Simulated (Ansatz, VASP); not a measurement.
IrSe in VASP and in Ansatz

File INCAR:

```
SYSTEM = IrSe
PREC     = Accurate       ! precision mode
ENCUT    = 520            ! plane-wave cutoff, eV
EDIFF    = 1E-6           ! SCF threshold, eV
ISMEAR   = 0              ! smearing method
SIGMA    = 0.05           ! smearing width, eV
LREAL    = .False.        ! projectors in reciprocal space
LASPH    = .True.         ! aspherical terms in the spheres
NELM     = 60             ! most SCF steps
ALGO     = Normal         ! electronic algorithm
ISIF     = 2              ! what is computed and relaxed
LWAVE    = .False.        ! write WAVECAR
LCHARG   = .False.        ! write CHGCAR
GGA      = PE             ! functional
NBANDS   = 14             ! bands
```

KPOINTS

```
regular mesh
0
Gamma
  10 10 10
  0 0 0
```

POSCAR

```
IrSe
1.0
    0.0000000000      2.8718703668      2.8718703668
    2.8718703668      0.0000000000      2.8718703668
    2.8718703668      2.8718703668      0.0000000000
Ir Se
1 1
Direct
    0.0000000000      0.0000000000      0.0000000000
    0.2500000000      0.2500000000      0.2500000000
```

Input for Ansatz:

```yaml
crystal:
  lattice:
    - [0.0, 2.8718703668, 2.8718703668]
    - [2.8718703668, 0.0, 2.8718703668]
    - [2.8718703668, 2.8718703668, 0.0]
  atoms:
    - { symbol: Ir, position: [0.0, 0.0, 0.0] }
    - { symbol: Se, position: [0.25, 0.25, 0.25] }
basis:
  ecutwfc: 420
  ecutrho_ratio: 4
kpoints:
  mp_grid: { grid: [10, 10, 10] }
hamiltonian:
  xc: pbe
scf:
  occupations: { method: gaussian, width: 0.05 }
output:
  forces: true
  stress: true
  eigenvalues: true
```

Alike in both runs: task single point; functional PBE; k mesh 10 × 10 × 10; occupations gaussian, width 0.05 eV; no spin polarisation.

|  | VASP | Ansatz |
| --- | --- | --- |
| version | VASP 6.6.1 | Ansatz 0.2.0 |
| potentials or method | VASP PAW PBE potentials, release 64 (Ir, Se), cutoff 520 eV | scalar-relativistic, plane waves, PAW |
| valence electrons in the cell | 15 | 33 |

Ansatz gave:

* gap on the k mesh at the Fermi level (eV): none
* pressure (GPa): -9.2

Task: What did VASP give for the same quantities?

Result: gap on the k mesh at the Fermi level (eV): none; pressure (GPa): -9.0.

A gap of «none» marks a metal or a gap that the smearing closes. With one functional, cell and mesh, what is left measures potentials, basis and numerics. VASP's potentials hold 15 valence electrons a cell and Ansatz's 33, so a difference there can come from the potentials and not from the codes.

Neither program's run includes spin-orbit coupling.
